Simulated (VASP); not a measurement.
# BP (F-43m) in VASP: further runs

Aim: see how the results for BP move with the level of theory and the settings. Levels: PBE, RPBE. Tasks: single point.

Everything below comes from runs of VASP 6.6.1. Logs are shortened: lines on timing, memory, paths and dates and some standing lists are left out, and cuts for length are marked.

## 1. The cell of the first run

It takes space group F-43m (No. 216, cubic). Conventional cell: a = 4.548 Å, b = 4.548 Å, c = 4.548 Å, α = 90.00°, β = 90.00°, γ = 90.00°. Within 2.6 Å of B (site symmetry -43m) lie 4 P at 1.97 Å. P (site symmetry -43m) has 4 B at 1.97 Å within 2.6 Å.

## 2. Single point, PBE

Input file INCAR:

```
PREC     = Accurate       # precision mode
ENCUT    = 520            # plane-wave cutoff, eV
EDIFF    = 1E-7           # SCF threshold, eV
ISMEAR   = 0              # smearing method
SIGMA    = 0.05           # smearing width, eV
LREAL    = False          # projectors in reciprocal space
LASPH    = True           # aspherical terms in the spheres
NELM     = 60             # most SCF steps
ALGO     = Normal         # electronic algorithm
ISIF     = 2              # what is computed and relaxed
LWAVE    = False          # write WAVECAR
LCHARG   = False          # write CHGCAR
GGA      = PE             # functional
NBANDS   = 11             # bands
```

Input file KPOINTS:

```
regular mesh
0
Gamma
  12 12 12
```

Input file POSCAR:

```
BP
1.0
    0.0000000000      2.2742113017      2.2742113017
    2.2742113017      0.0000000000      2.2742113017
    2.2742113017      2.2742113017      0.0000000000
B P
1 1
Direct
    0.0000000000      0.0000000000      0.0000000000
    0.7500000000      0.7500000000      0.7500000000
```

Potentials or basis: VASP PAW PBE potentials, release 64 (B, P).

Run with:

```console
$ cat potpaw_PBE.64/B/POTCAR potpaw_PBE.64/P/POTCAR > POTCAR
$ mpirun -np 1 vasp_std > vasp.out
```

OUTCAR:

```text
PREC = Accurate
   ENCUT = 520
   EDIFF = 1E-7
   ISMEAR = 0
   LREAL = False
   LASPH = True
   NELM = 60
   ISIF = 2
   GGA = PE

 ion  position               nearest neighbor table
   1  0.000  0.000  0.000-   2 1.97   2 1.97   2 1.97   2 1.97
   2  0.750  0.750  0.750-   1 1.97   1 1.97   1 1.97   1 1.97

  LATTYP: Found a face centered cubic cell.
 ALAT       =     4.5484226034

  Lattice vectors:

 A1 = (   0.0000000000,   2.2742113017,   2.2742113017)
 A2 = (   2.2742113017,   0.0000000000,   2.2742113017)
 A3 = (   2.2742113017,   2.2742113017,   0.0000000000)

Analysis of symmetry for initial positions (statically):
=====================================================================
 Subroutine PRICEL returns:
 Original cell was already a primitive cell.

 Routine SETGRP: Setting up the symmetry group for a
 face centered cubic supercell.

 Subroutine GETGRP returns: Found 24 space group operations
 (whereof 24 operations were pure point group operations)
 out of a pool of 48 trial point group operations.

The static configuration has the point symmetry T_d .

Analysis of symmetry for dynamics (positions and initial velocities):
=====================================================================
 Subroutine PRICEL returns:
 Original cell was already a primitive cell.

 Routine SETGRP: Setting up the symmetry group for a
 face centered cubic supercell.

 Subroutine GETGRP returns: Found 24 space group operations
 (whereof 24 operations were pure point group operations)
 out of a pool of 48 trial point group operations.

The dynamic configuration has the point symmetry T_d .

 Subroutine INISYM returns: Found 24 space group operations
 (whereof 24 operations are pure point group operations),
 and found     1 'primitive' translations

----------------------------------------------------------------------------------------

                                     Primitive cell

  volume of cell :      23.5246

  direct lattice vectors                    reciprocal lattice vectors
     0.000000000  2.274211302  2.274211302    -0.219856440  0.219856440  0.219856440
     2.274211302  0.000000000  2.274211302     0.219856440 -0.219856440  0.219856440
     2.274211302  2.274211302  0.000000000     0.219856440  0.219856440 -0.219856440

  length of vectors
     3.216220467  3.216220467  3.216220467     0.380802524  0.380802524  0.380802524

  position of ions in fractional coordinates (direct lattice)
     0.000000000  0.000000000  0.000000000
     0.750000000  0.750000000  0.750000000

  ion indices of the primitive-cell ions
   primitive index   ion index
                 1           1
                 2           2

----------------------------------------------------------------------------------------

 KPOINTS: regular mesh

Automatic generation of k-mesh.
 Grid dimensions read from file:
 generate k-points for:   12   12   12

 Generating k-lattice:

  Cartesian coordinates                     Fractional coordinates (reciprocal lattice)
    -0.018321370  0.018321370  0.018321370     0.083333333  0.000000000  0.000000000
     0.018321370 -0.018321370  0.018321370     0.000000000  0.083333333  0.000000000
     0.018321370  0.018321370 -0.018321370     0.000000000  0.000000000  0.083333333

  Length of vectors
     0.031733544  0.031733544  0.031733544

  Shift w.r.t. Gamma in fractional coordinates (k-lattice)
     0.000000000  0.000000000  0.000000000

 Subroutine IBZKPT returns following result:
 ===========================================

 Found     72 irreducible k-points:

 Following reciprocal coordinates:
            Coordinates               Weight
  0.000000  0.000000  0.000000      1.000000
  0.083333  0.000000  0.000000      8.000000
  0.166667  0.000000  0.000000      8.000000
  0.250000  0.000000  0.000000      8.000000
  0.333333  0.000000  0.000000      8.000000
  0.416667  0.000000  0.000000      8.000000
[... 16 lines left out ...]
  0.500000  0.166667  0.000000     24.000000
 -0.416667  0.166667  0.000000     24.000000
 [... further k-points ...]
   k-points           NKPTS =     72   k-points in BZ     NKDIM =     72   number of bands    NBANDS=     11
   number of dos      NEDOS =    301   number of ions     NIONS =      2
   total plane-waves  NPLWV =  13824
   dimension x,y,z NGX =    24 NGY =   24 NGZ =   24
   dimension x,y,z NGXF=    48 NGYF=   48 NGZF=   48
   ions per type =               1   1
   NGX,Y,Z   is equivalent  to a cutoff of  12.41, 12.41, 12.41 a.u.
   NGXF,Y,Z  is equivalent  to a cutoff of  24.81, 24.81, 24.81 a.u.
 SYSTEM =  unknown system
   PREC   = accura    normal or accurate (medium, high low for compatibility)
   ISTART =      0    job   : 0-new  1-cont  2-samecut
   ICHARG =      2    charge: 1-file 2-atom 10-const
   ISPIN  =      1    spin polarized calculation?
   LNONCOLLINEAR =      F non collinear calculations
   LSORBIT =      F    spin-orbit coupling
   LASPH  =      T    aspherical Exc in radial PAW
   ENCUT  =  520.0 eV  38.22 Ry    6.18 a.u.   5.98  5.98  5.98*2*pi/ulx,y,z
   NELM   =     60;   NELMIN=  2; NELMDL= -5     # of ELM steps
   EDIFF  = 0.1E-06   stopping-criterion for ELM
   LREAL  =      F    real-space projection
   EDIFFG = 0.1E-05   stopping-criterion for IOM
   NSW    =      0    number of steps for IOM
   IBRION =     -1    ionic relax: 0-MD 1-quasi-New 2-CG
   NFREE  =      0    steps in history (QN), initial steepest desc. (CG)
   ISIF   =      2    stress and relaxation
   ISYM   =      2    0-nonsym 1-usesym 2-fastsym
   POTIM  = 0.5000    time-step for ionic-motion
   TEBEG  =    0.0;   TEEND  =   0.0 temperature during run
   PSTRESS=    0.0 pullay stress
   NELECT =       8.0000    total number of electrons
   NUPDOWN=      -1.0000    fix difference up-down
   EMIN   =  10.00;   EMAX   =-10.00  energy-range for DOS
   EFERMI =   0.00;   METHOD = LEGACY
   ISMEAR =     0;   SIGMA  =   0.05  broadening in eV -4-tet -1-fermi 0-gaus
   EFERMI_NEDOS =   21; number of points for ismear=-14 and -15
   IALGO  =     38    algorithm
   IMIX   =      4    mixing-type and parameters
     AMIX     =   0.40;   BMIX     =  1.00
     AMIX_MAG =   1.60;   BMIX_MAG =  1.00
  volume/ion in A,a.u.               =      11.76        79.38
  Fermi-wavevector in a.u.,A,eV,Ry     =   1.142696  2.159382 17.765862  1.305754
  Thomas-Fermi vector in A             =   2.279393
   LORBIT       =      0    0 simple, 1 ext, 2 COOP (PROOUT), +10 PAW based schemes
   GGA     = PE    functional components
   LHFCALC =     F    Hartree Fock is set to
   AEXX    =    0.0000 exact exchange contribution
   IVDW    =     0    specifies the selected vdW correction
   LEPSILON=     F    determine dielectric tensor
   LRPA    =     F    only Hartree local field effects (RPA)
 non-spin polarized calculation
 Gauss-broadening in eV      SIGMA  =   0.05
  energy-cutoff  :      520.00
  volume of cell :       23.52
 maximum number of plane-waves:       648
   NGX = 11   NGY = 11   NGZ = 11

 number of electron       8.0000000 magnetization

 Free energy of the ion-electron system (eV)
  ---------------------------------------------------
  ext. energy  EPLUGINS =         0.00000000
  ---------------------------------------------------
  free energy    TOTEN  =       -12.93116363 eV

  energy without entropy =      -12.93116363  energy(sigma->0) =      -12.93116363

 E-fermi :   7.5644     XC(G=0): -10.8777

 val. band max:        7.3514526815   @ k =   0.0000   0.0000   0.0000
 cond. band min:       8.5965972677   @ k =   0.4167   0.4167   0.0000
 fundamental gap:      1.2451445862
 Fermi energy:         7.5644440674

 k-point     1 :       0.0000    0.0000    0.0000
  band No.  band energies     occupation
      1      -8.0476      2.00000
      2       7.3515      2.00000
      3       7.3515      2.00000
      4       7.3515      2.00000
      5      10.7422      0.00000
      6      10.7422      0.00000
      7      10.7422      0.00000
      8      14.6211      0.00000
      9      18.8182      0.00000
     10      19.4607      0.00000
     11      19.4607      0.00000

 k-point     2 :       0.0833    0.0000    0.0000
  band No.  band energies     occupation
      1      -7.9231      2.00000
      2       6.3941      2.00000
      3       7.1389      2.00000
      4       7.1389      2.00000
      5      11.0360      0.00000
      6      11.0360      0.00000
      7      11.0903      0.00000
      8      14.9935      0.00000
      9      18.9389      0.00000
     10      18.9389      0.00000
     11      19.2223      0.00000

 k-point     3 :       0.1667    0.0000    0.0000
  band No.  band energies     occupation
      1      -7.5527      2.00000
      2       4.5260      2.00000
      3       6.6901      2.00000
      4       6.6901      2.00000
      5      11.3471      0.00000
      6      11.6426      0.00000
      7      11.6426      0.00000
      8      15.9275      0.00000
      9      18.2809      0.00000
     10      18.2809      0.00000
     11      20.0517      0.00000

 k-point     4 :       0.2500    0.0000    0.0000
  band No.  band energies     occupation
      1      -6.9487      2.00000
      2       2.5262      2.00000
      3       6.2402      2.00000
      4       6.2402      2.00000
      5      11.3202      0.00000
      6      12.1004      0.00000
      7      12.1004      0.00000
      8      16.8971      0.00000
      9      18.3002      0.00000
     10      18.3002      0.00000
     11      20.3407      0.00000

 k-point     5 :       0.3333    0.0000    0.0000
  band No.  band energies     occupation
      1      -6.1450      2.00000
      2       0.6515      2.00000
      3       5.8906      2.00000
      4       5.8906      2.00000
      5      11.2120      0.00000
      6      12.2001      0.00000
      7      12.2001      0.00000
      8      17.4193      0.00000
      9      19.2191      0.00000
     10      19.2191      0.00000
     11      20.7121      0.00000
[... 211 lines left out ...]
 k-point    21 :       0.3333    0.1667    0.0000
  band No.  band energies     occupation
      1      -6.2701      2.00000
      2       2.0540      2.00000
      3       4.8339      2.00000
      4       4.8380      2.00000
      5      10.2923      0.00000
      6      13.5443      0.00000
      7      13.9486      0.00000
      8      14.2657      0.00000
      9      19.8390      0.00000
     10      20.8964      0.00000
     11      22.1094      0.00000

 k-point    22 :       0.4167    0.1667    0.0000
  band No.  band energies     occupation
      1      -5.4275      2.00000
      2       0.3616      2.00000
      3       4.2609      2.00000
      4       4.7154      2.00000
      5      10.5034      0.00000
      6      13.7655      0.00000
      7      14.1189      0.00000
      8      14.6748      0.00000
      9      20.2570      0.00000
     10      21.9523      0.00000
     11      22.6767      0.00000

 k-point    23 :       0.5000    0.1667    0.0000
  band No.  band energies     occupation
      1      -4.5969      2.00000
      2      -0.9452      2.00000
      3       3.7846      2.00000
      4       4.7893      2.00000
      5      10.6426      0.00000
      6      13.6732      0.00000
      7      13.7877      0.00000
      8      16.2639      0.00000
      9      19.8717      0.00000
     10      21.9577      0.00000
     11      23.4353      0.00000

 k-point    24 :      -0.4167    0.1667    0.0000
  band No.  band energies     occupation
      1      -4.4244      2.00000
      2      -1.1804      2.00000
      3       3.4657      2.00000
      4       5.0492      2.00000
      5      10.8984      0.00000
      6      13.4580      0.00000
      7      13.6176      0.00000
      8      17.7109      0.00000
      9      19.2638      0.00000
     10      20.1290      0.00000
     11      23.4156      0.00000

 [... further k-points ...]
[... 5 lines left out ...]
  --------------------------------------------------------------------------------------
  -------------------------------------------------------------------------------------
  Total       -0.0334099     -0.0334099     -0.0334099      0.0000000     -0.0000000     -0.0000000
  in kB       -2.2754263     -2.2754263     -2.2754263      0.0000000     -0.0000000     -0.0000000
  external PRESSURE =      -2.2754263 kB  Pullay stress =       0.0000000 kB

 VOLUME and BASIS-vectors are now :
 -----------------------------------------------------------------------------
  energy-cutoff  :      520.00
  volume of cell :       23.52
      direct lattice vectors                 reciprocal lattice vectors
     0.000000000  2.274211302  2.274211302    -0.219856440  0.219856440  0.219856440
     2.274211302  0.000000000  2.274211302     0.219856440 -0.219856440  0.219856440
     2.274211302  2.274211302  0.000000000     0.219856440  0.219856440 -0.219856440

 POSITION                                       TOTAL-FORCE (eV/Angst)
 -----------------------------------------------------------------------------------
      0.00000      0.00000      0.00000        -0.000000     -0.000000     -0.000000
      3.41132      3.41132      3.41132         0.000000      0.000000      0.000000
 -----------------------------------------------------------------------------------
    total drift:                               -0.000000     -0.000000     -0.000000

  FREE ENERGIE OF THE ION-ELECTRON SYSTEM (eV)
  ---------------------------------------------------
  free  energy   TOTEN  =       -12.9311636349 eV

  energy  without entropy=      -12.9311636349  energy(sigma->0) =      -12.93116363
```

It took 14 s on 1 thread of AMD EPYC 7R43 (Zen 3), shared host; peak memory 0.11 GiB.

Results:

```
Free energy            : -12.9312 eV
Pressure               : -0.2 GPa
Band gap on the k mesh : 1.25 eV, indirect (least direct gap 3.39 eV)
```

(Continued in part 2 of 2.)
